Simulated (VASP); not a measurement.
Runs of VASP 6.6.1 on Y3Si2F. The structure is that of space group P-6m2 (No. 187), or close to it. The cells are those of the table. 

| task | cell | k mesh | cutoff (eV) | gap on the mesh (eV) | pressure (GPa) | largest force (eV/Å) |
| --- | --- | --- | --- | --- | --- | --- |
| single point | a = 4.898, b = 4.898, c = 9.389 Å, angles 90.0, 90.0, 120.0°, 6 atoms | 12 × 12 × 4 | 520 | none | -0.1 | 0.03 |
| single point | a = 4.067, b = 4.067, c = 8.570 Å, angles 90.0, 90.0, 120.0°, 6 atoms | 6 × 6 × 2 | 520 | none | 38.2 | 4.10 |
| relaxation of cell and atoms | relaxed from a = 4.067, b = 4.067, c = 8.570 Å, angles 90.0, 90.0, 120.0°, 6 atoms | 6 × 6 × 2 | 600 | none | 0.0 | 0.01 |
| single point | a = 4.911, b = 4.911, c = 9.354 Å, angles 90.0, 90.0, 120.0°, 6 atoms | 6 × 6 × 2 | 520 | none | -0.1 | (a) |

Alike in all rows: level PBE; potentials or basis VASP PAW PBE potentials, release 64 (Y_sv, Si, F); no spin polarisation; smearing gaussian 0.1 eV.

Problem. Estimate the missing entries.

Solution. (a) 0.02.

Caveats: some runs use coarse meshes; forces of over 1 eV/Å act on the atoms, so gaps and moduli don't describe the material at rest (some runs).

A k mesh can miss the band edges, and the runs leave out spin-orbit coupling on Y.

A gap of «none» marks levels without a gap at the run's occupations.
